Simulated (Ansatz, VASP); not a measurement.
One calculation of W, two programs

Contents of POSCAR:

```
W
1.0
    5.0830000000      0.0000000000      0.0000000000
    0.0000000000      5.0830000000      0.0000000000
    0.0000000000      0.0000000000      5.0830000000
W
8
Direct
    0.0000000000      0.0000000000      0.0000000000
    0.5000000000      0.5000000000      0.5000000000
    0.0000000000      0.5000000000      0.2500000000
    0.0000000000      0.5000000000      0.7500000000
    0.2500000000      0.0000000000      0.5000000000
    0.7500000000      0.0000000000      0.5000000000
    0.5000000000      0.7500000000      0.0000000000
    0.5000000000      0.2500000000      0.0000000000
```

INCAR.step1

```
ALGO = Normal
EDIFF = 1E-5
EDIFFG = -0.005
ENCUT = 550
GGA = PE
GGA_COMPAT = False
IBRION = 2
ISIF = 3
ISMEAR = -1
LASPH = True
LCHARG = False
LREAL = False
LWAVE = True
NELM = 120
NELMIN = 4
NSW = 100
PREC = Accurate
SIGMA = 0.15
```

File INCAR.step2:

```
ALGO = Normal
EDIFF = 1E-7
EDIFFG = -0.005
ENCUT = 550
GGA_COMPAT = False
IBRION = 2
ISIF = 3
ISMEAR = -1
ISTART = 1
LASPH = True
LCHARG = False
LMIXTAU = True
LREAL = False
LWAVE = False
METAGGA = R2SCAN
NELM = 120
NELMIN = 4
NSW = 50
PREC = Accurate
SIGMA = 0.15
```

Contents of KPOINTS:

```
k-points
0
Gamma
  5 5 5
```

Input for Ansatz:

```yaml
crystal:
  lattice:
    a: 5.083
    b: 5.083
    c: 5.083
    alpha: 90.0
    beta: 90.0
    gamma: 90.0
  atoms:
    - { symbol: W, position: [0.0, 0.0, 0.0] }
    - { symbol: W, position: [0.5, 0.5, 0.5] }
    - { symbol: W, position: [0.0, 0.5, 0.25] }
    - { symbol: W, position: [0.0, 0.5, 0.75] }
    - { symbol: W, position: [0.25, 0.0, 0.5] }
    - { symbol: W, position: [0.75, 0.0, 0.5] }
    - { symbol: W, position: [0.5, 0.75, 0.0] }
    - { symbol: W, position: [0.5, 0.25, 0.0] }
basis:
  ecutwfc: 500.0
kpoints:
  mp_grid:
    grid: [5, 5, 5]
hamiltonian:
  xc: r2scan
scf:
  occupations:
    method: fermi_dirac
    width: 0.15
relax:
  f_tol: 0.005
  max_steps: 30
  cell: {}
output:
  write_density: true
  dos:
    de: 0.1
    method:
      smearing:
        sigma: 0.1
    projected: true
```

Alike in both runs: task relaxation of cell and atoms; functional r2SCAN; k mesh 5 × 5 × 5; occupations fermi-dirac, width 0.15 eV; no spin polarisation.

|  | VASP | Ansatz |
| --- | --- | --- |
| version | VASP 6.6.1 | Ansatz 0.2.0 |
| potentials or method | VASP PAW PBE potentials, release 64 (W_sv), cutoff 550 eV | plane waves, PAW |
| valence electrons in the cell | 112 | 112 |

VASP gave:

| Quantity | Value |
| --- | --- |
| gap on the k mesh at the Fermi level, each at its own relaxed structure (eV) | none |
| relaxed volume (Å³/atom) | 16.19 |
| relaxed length of the cell vector where the two differ most in proportion (Å) | 5.060 |

**Question.** What did Ansatz give for the same quantities?

**Answer.** gap on the k mesh at the Fermi level, each at its own relaxed structure (eV): none; relaxed volume (Å³/atom): 16.13; relaxed length of the cell vector where the two differ most in proportion (Å): 5.053.

VASP's potentials were made for PBE, not for r2SCAN. A gap of «none» marks a metal or a gap that the smearing closes.

Neither program's run includes spin-orbit coupling.
